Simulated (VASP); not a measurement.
# SbS4 (Im-3m) in VASP: further runs

SbS4 is run at these levels: PBE; tasks: single point, relaxation of cell and atoms.

Program: VASP 6.6.1. These are calculated values, not measurements. Logs are shortened: lines on timing, memory, paths and dates and some standing lists are left out, and cuts for length are marked.

## Step 1: The cell of the first run

The structure is cubic, space group Im-3m (No. 229). Conventional cell: a = 6.181 Å, b = 6.181 Å, c = 6.181 Å, α = 90.00°, β = 90.00°, γ = 90.00°. Within 3.5 Å of Sb (site symmetry m-3m) lie 8 S at 2.68 Å. S (site symmetry -3m) has 2 Sb at 2.68 Å and 6 S at 3.09 Å within 3.5 Å.

## Step 2: Single point, PBE

File INCAR:

```
PREC = Accurate
ENCUT = 520
EDIFF = 1E-6
ISMEAR = 0
SIGMA = 0.1
LREAL = F
LASPH = T
NELM = 100
ALGO = Normal
ISIF = 2
LWAVE = F
LCHARG = T
GGA = PE
LELF = T
LVHAR = T
NBANDS = 22
```

File KPOINTS:

```
Automatic mesh
0
Gamma
  8 8 8
```

File POSCAR:

```
SbS4
1.0
   -3.0904270626      3.0904270626      3.0904270626
    3.0904270626     -3.0904270626      3.0904270626
    3.0904270626      3.0904270626     -3.0904270626
Sb S
1 4
Direct
    0.0000000000      0.0000000000      0.0000000000
    0.5000000000      0.5000000000      0.5000000000
    0.0000000000      0.0000000000      0.5000000000
    0.0000000000      0.5000000000      0.0000000000
    0.5000000000      0.0000000000      0.0000000000
```

Potentials or basis: VASP PAW PBE potentials, release 64 (Sb, S).

Launch:

```
cat potpaw_PBE.64/Sb/POTCAR potpaw_PBE.64/S/POTCAR > POTCAR
mpirun -np 1 vasp_std > vasp.out
```

OUTCAR:

```text
PREC = Accurate
   ENCUT = 520
   EDIFF = 1E-6
   ISMEAR = 0
   LREAL = F
   LASPH = T
   NELM = 100
   ISIF = 2
   GGA = PE

 ion  position               nearest neighbor table
   1  0.000  0.000  0.000-   2 2.68   3 2.68   4 2.68   5 2.68   3 2.68   4 2.68   5 2.68   2 2.68

   2  0.500  0.500  0.500-   1 2.68   1 2.68
   3  0.000  0.000  0.500-   1 2.68   1 2.68
   4  0.000  0.500  0.000-   1 2.68   1 2.68
   5  0.500  0.000  0.000-   1 2.68   1 2.68

  LATTYP: Found a body centered cubic cell.
 ALAT       =     6.1808541252

  Lattice vectors:

 A1 = (  -3.0904270626,   3.0904270626,   3.0904270626)
 A2 = (   3.0904270626,  -3.0904270626,   3.0904270626)
 A3 = (   3.0904270626,   3.0904270626,  -3.0904270626)

Analysis of symmetry for initial positions (statically):
=====================================================================
 Subroutine PRICEL returns:
 Original cell was already a primitive cell.

 Routine SETGRP: Setting up the symmetry group for a
 body centered cubic supercell.

 Subroutine GETGRP returns: Found 48 space group operations
 (whereof 48 operations were pure point group operations)
 out of a pool of 48 trial point group operations.

The static configuration has the point symmetry O_h .

Analysis of symmetry for dynamics (positions and initial velocities):
=====================================================================
 Subroutine PRICEL returns:
 Original cell was already a primitive cell.

 Routine SETGRP: Setting up the symmetry group for a
 body centered cubic supercell.

 Subroutine GETGRP returns: Found 48 space group operations
 (whereof 48 operations were pure point group operations)
 out of a pool of 48 trial point group operations.

The dynamic configuration has the point symmetry O_h .

 Subroutine INISYM returns: Found 48 space group operations
 (whereof 48 operations are pure point group operations),
 and found     1 'primitive' translations

----------------------------------------------------------------------------------------

                                     Primitive cell

  volume of cell :     118.0635

  direct lattice vectors                    reciprocal lattice vectors
    -3.090427063  3.090427063  3.090427063     0.000000000  0.161789937  0.161789937
     3.090427063 -3.090427063  3.090427063     0.161789937  0.000000000  0.161789937
     3.090427063  3.090427063 -3.090427063     0.161789937  0.161789937  0.000000000

  length of vectors
     5.352776690  5.352776690  5.352776690     0.228805523  0.228805523  0.228805523

  position of ions in fractional coordinates (direct lattice)
     0.000000000  0.000000000  0.000000000
     0.500000000  0.500000000  0.500000000
     0.000000000  0.000000000  0.500000000
     0.000000000  0.500000000  0.000000000
     0.500000000  0.000000000  0.000000000

  ion indices of the primitive-cell ions
   primitive index   ion index
                 1           1
                 2           2
                 3           3
                 4           4
                 5           5

----------------------------------------------------------------------------------------

 KPOINTS: Automatic mesh

Automatic generation of k-mesh.
 Grid dimensions read from file:
 generate k-points for:    8    8    8

 Generating k-lattice:

  Cartesian coordinates                     Fractional coordinates (reciprocal lattice)
     0.000000000  0.020223742  0.020223742     0.125000000  0.000000000  0.000000000
     0.020223742  0.000000000  0.020223742     0.000000000  0.125000000  0.000000000
     0.020223742  0.020223742  0.000000000     0.000000000  0.000000000  0.125000000

  Length of vectors
     0.028600690  0.028600690  0.028600690

  Shift w.r.t. Gamma in fractional coordinates (k-lattice)
     0.000000000  0.000000000  0.000000000

 Subroutine IBZKPT returns following result:
 ===========================================

 Found     29 irreducible k-points:

 Following reciprocal coordinates:
            Coordinates               Weight
  0.000000  0.000000  0.000000      1.000000
  0.125000  0.000000  0.000000     12.000000
  0.250000  0.000000  0.000000     12.000000
  0.375000  0.000000  0.000000     12.000000
  0.500000  0.000000  0.000000      6.000000
  0.125000  0.125000  0.000000     24.000000
[... 16 lines left out ...]
 -0.250000  0.250000  0.250000      6.000000
 -0.375000  0.375000  0.250000     24.000000
 [... further k-points ...]
   k-points           NKPTS =     29   k-points in BZ     NKDIM =     29   number of bands    NBANDS=     22
   number of dos      NEDOS =    301   number of ions     NIONS =      5
   total plane-waves  NPLWV =  64000
   dimension x,y,z NGX =    40 NGY =   40 NGZ =   40
   dimension x,y,z NGXF=    80 NGYF=   80 NGZF=   80
   ions per type =               1   4
   NGX,Y,Z   is equivalent  to a cutoff of  12.42, 12.42, 12.42 a.u.
   NGXF,Y,Z  is equivalent  to a cutoff of  24.85, 24.85, 24.85 a.u.
 SYSTEM =  unknown system
   PREC   = accura    normal or accurate (medium, high low for compatibility)
   ISTART =      0    job   : 0-new  1-cont  2-samecut
   ICHARG =      2    charge: 1-file 2-atom 10-const
   ISPIN  =      1    spin polarized calculation?
   LNONCOLLINEAR =      F non collinear calculations
   LSORBIT =      F    spin-orbit coupling
   LASPH  =      T    aspherical Exc in radial PAW
   ENCUT  =  520.0 eV  38.22 Ry    6.18 a.u.   9.95  9.95  9.95*2*pi/ulx,y,z
   NELM   =    100;   NELMIN=  2; NELMDL= -5     # of ELM steps
   EDIFF  = 0.1E-05   stopping-criterion for ELM
   LREAL  =      F    real-space projection
   EDIFFG = 0.1E-04   stopping-criterion for IOM
   NSW    =      0    number of steps for IOM
   IBRION =     -1    ionic relax: 0-MD 1-quasi-New 2-CG
   NFREE  =      0    steps in history (QN), initial steepest desc. (CG)
   ISIF   =      2    stress and relaxation
   ISYM   =      2    0-nonsym 1-usesym 2-fastsym
   POTIM  = 0.5000    time-step for ionic-motion
   TEBEG  =    0.0;   TEEND  =   0.0 temperature during run
   PSTRESS=    0.0 pullay stress
   NELECT =      29.0000    total number of electrons
   NUPDOWN=      -1.0000    fix difference up-down
   EMIN   =  10.00;   EMAX   =-10.00  energy-range for DOS
   EFERMI =   0.00;   METHOD = LEGACY
   ISMEAR =     0;   SIGMA  =   0.10  broadening in eV -4-tet -1-fermi 0-gaus
   EFERMI_NEDOS =   21; number of points for ismear=-14 and -15
   IALGO  =     38    algorithm
   IMIX   =      4    mixing-type and parameters
     AMIX     =   0.40;   BMIX     =  1.00
     AMIX_MAG =   1.60;   BMIX_MAG =  1.00
  volume/ion in A,a.u.               =      23.61       159.35
  Fermi-wavevector in a.u.,A,eV,Ry     =   1.025264  1.937468 14.301983  1.051166
  Thomas-Fermi vector in A             =   2.159095
   LORBIT       =      0    0 simple, 1 ext, 2 COOP (PROOUT), +10 PAW based schemes
   GGA     = PE    functional components
   LHFCALC =     F    Hartree Fock is set to
   AEXX    =    0.0000 exact exchange contribution
   IVDW    =     0    specifies the selected vdW correction
   LEPSILON=     F    determine dielectric tensor
   LRPA    =     F    only Hartree local field effects (RPA)
 non-spin polarized calculation
 Gauss-broadening in eV      SIGMA  =   0.10
  energy-cutoff  :      520.00
  volume of cell :      118.06
 maximum number of plane-waves:      3252
   NGX = 19   NGY = 19   NGZ = 19

 number of electron      29.0000009 magnetization

 Free energy of the ion-electron system (eV)
  ---------------------------------------------------
  ext. energy  EPLUGINS =         0.00000000
  ---------------------------------------------------
  free energy    TOTEN  =       -16.72238814 eV

  energy without entropy =      -16.69303155  energy(sigma->0) =      -16.70770985

 E-fermi :   4.1265     XC(G=0):  -9.2539

 val. band max:        4.1144815187   @ k =  -0.1250   0.1250   0.1250
 cond. band min:       4.1438031107   @ k =   0.2500   0.1250   0.0000
 fundamental gap:      0.0293215920
 Fermi energy:         4.1264664040

 k-point     1 :       0.0000    0.0000    0.0000
  band No.  band energies     occupation
      1     -10.4733      2.00000
      2      -7.3356      2.00000
      3      -7.3356      2.00000
      4      -7.3356      2.00000
      5      -2.6068      2.00000
      6      -1.8929      2.00000
[... 14 lines left out ...]
     21      11.1959      0.00000
     22      11.1959      0.00000

 k-point     2 :       0.1250    0.0000    0.0000
  band No.  band energies     occupation
      1     -10.3884      2.00000
      2      -7.4767      2.00000
      3      -7.3948      2.00000
      4      -7.3518      2.00000
      5      -3.2950      2.00000
      6      -1.8693      2.00000
[... 14 lines left out ...]
     21      10.5076      0.00000
     22      10.7374      0.00000

 k-point     3 :       0.2500    0.0000    0.0000
  band No.  band energies     occupation
      1     -10.1412      2.00000
      2      -7.8721      2.00000
      3      -7.5274      2.00000
      4      -7.3902      2.00000
      5      -3.9113      2.00000
      6      -1.8124      2.00000
[... 14 lines left out ...]
     21       9.5734      0.00000
     22      11.2774      0.00000

 k-point     4 :       0.3750    0.0000    0.0000
  band No.  band energies     occupation
      1      -9.7663      2.00000
      2      -8.4062      2.00000
      3      -7.6480      2.00000
      4      -7.4276      2.00000
      5      -4.2316      2.00000
      6      -1.7565      2.00000
[... 14 lines left out ...]
     21      10.4726      0.00000
     22      11.3715      0.00000

 k-point     5 :       0.5000    0.0000    0.0000
  band No.  band energies     occupation
      1      -9.4765      2.00000
      2      -8.7637      2.00000
      3      -7.6951      2.00000
      4      -7.4428      2.00000
      5      -4.3261      2.00000
      6      -1.7337      2.00000
[... 14 lines left out ...]
     21      11.4681      0.00000
     22      11.7386      0.00000

 k-point     6 :       0.1250    0.1250    0.0000
  band No.  band energies     occupation
      1     -10.2221      2.00000
      2      -7.6717      2.00000
      3      -7.6047      2.00000
      4      -7.3400      2.00000
      5      -3.7930      2.00000
      6      -1.6295      2.00000
[... 14 lines left out ...]
     21       9.9625      0.00000
     22      10.9188      0.00000

 k-point     7 :       0.2500    0.1250    0.0000
  band No.  band energies     occupation
      1      -9.9073      2.00000
      2      -8.1153      2.00000
      3      -7.7842      2.00000
      4      -7.3555      2.00000
      5      -4.1850      2.00000
      6      -1.4997      2.00000
[... 324 lines left out ...]
      6      -0.5762      2.00000
[... 14 lines left out ...]
     21      11.6419      0.00000
     22      11.6750      0.00000

 k-point    21 :      -0.3750   -0.3750    0.1250
  band No.  band energies     occupation
      1      -9.1628      2.00000
      2      -8.5538      2.00000
      3      -8.5538      2.00000
      4      -6.9177      2.00000
      5      -5.2566      2.00000
      6      -0.2029      2.00000
[... 14 lines left out ...]
     21      12.4524      0.00000
     22      12.4714      0.00000

 k-point    22 :       0.2500    0.2500    0.2500
  band No.  band energies     occupation
      1      -9.2338      2.00000
      2      -8.2052      2.00000
      3      -8.2052      2.00000
      4      -8.2052      2.00000
      5      -3.7816      2.00000
      6      -0.0226      2.00000
[... 14 lines left out ...]
     21      12.3480      0.00000
     22      12.3480      0.00000

 k-point    23 :      -0.2500    0.2500    0.2500
  band No.  band energies     occupation
      1      -9.8194      2.00000
      2      -8.0876      2.00000
      3      -8.0876      2.00000
      4      -6.8971      2.00000
      5      -5.1042      2.00000
      6      -0.4446      2.00000
[... 14 lines left out ...]
     21      10.2901      0.00000
     22      10.3896      0.00000

 k-point    24 :      -0.3750    0.3750    0.2500
  band No.  band energies     occupation
      1      -9.4565      2.00000
      2      -8.4099      2.00000
      3      -8.2796      2.00000
      4      -6.7580      2.00000
      5      -5.5712      2.00000
      6      -0.1429      2.00000
[... 14 lines left out ...]
     21      11.1527      0.00000
     22      11.2730      0.00000

 [... further k-points ...]
[... 5 lines left out ...]
  --------------------------------------------------------------------------------------
  -------------------------------------------------------------------------------------
  Total       -0.1227571     -0.1227571     -0.1227571     -0.0000000      0.0000000     -0.0000000
  in kB       -1.6658717     -1.6658717     -1.6658717     -0.0000000      0.0000000     -0.0000000
  external PRESSURE =      -1.6658717 kB  Pullay stress =       0.0000000 kB

 VOLUME and BASIS-vectors are now :
 -----------------------------------------------------------------------------
  energy-cutoff  :      520.00
  volume of cell :      118.06
      direct lattice vectors                 reciprocal lattice vectors
    -3.090427063  3.090427063  3.090427063     0.000000000  0.161789937  0.161789937
     3.090427063 -3.090427063  3.090427063     0.161789937  0.000000000  0.161789937
     3.090427063  3.090427063 -3.090427063     0.161789937  0.161789937  0.000000000

 POSITION                                       TOTAL-FORCE (eV/Angst)
 -----------------------------------------------------------------------------------
      0.00000      0.00000      0.00000         0.000000     -0.000000      0.000000
      1.54521      1.54521      1.54521        -0.000000      0.000000     -0.000000
      1.54521      1.54521     -1.54521         0.000000     -0.000000     -0.000000
      1.54521     -1.54521      1.54521         0.000000      0.000000      0.000000
     -1.54521      1.54521      1.54521        -0.000000      0.000000     -0.000000
 -----------------------------------------------------------------------------------
    total drift:                                0.000000     -0.000000      0.000000

  FREE ENERGIE OF THE ION-ELECTRON SYSTEM (eV)
  ---------------------------------------------------
  free  energy   TOTEN  =       -16.7223881367 eV

  energy  without entropy=      -16.6930315537  energy(sigma->0) =      -16.70770985
```

Wall time 28 s (1 thread of Intel Xeon 6975P-C (Granite Rapids), shared host); peak memory 0.26 GiB.

What came out:

* Free energy: -16.7224 eV
* Pressure: -0.2 GPa

Caveat: spin-orbit coupling is left out, which moves the levels of the heavy elements.

(Part 1 of 2 ends here.)
